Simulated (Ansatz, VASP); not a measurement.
# Two plane-wave programs on C

```
C
1.0
     1.22803    0.70900    3.34701
    -1.22803    0.70900    3.34701
     0.00000   -1.41800    3.34701
C
2
Direct
  0.30024 0.12750 0.06427
  0.83600 0.83600 0.83600
```

Alike in both runs: task single point; functional LDA; k mesh 12 × 12 × 12; occupations gaussian, width 0.05 eV; no spin polarisation.

```csv
,VASP,Ansatz
version,VASP 6.6.1,Ansatz 0.2.0
potentials or method,"VASP PAW LDA potentials, release 64 (C), cutoff 520 eV","scalar-relativistic, plane waves, PAW"
valence electrons in the cell,8,8
```

VASP gave:

* gap on the k mesh at the Fermi level (eV): none
* rms of the force components (eV/Å): 13.615

What did Ansatz give for the same quantities?

gap on the k mesh at the Fermi level (eV): none; rms of the force components (eV/Å): 13.479.

LDA's correlation is that of Perdew and Zunger in VASP and of Perdew and Wang (1992) in Ansatz. Atom by atom the forces differ by 0.137 eV/Å (rms over components). A gap of «none» marks a metal or a gap that the smearing closes.
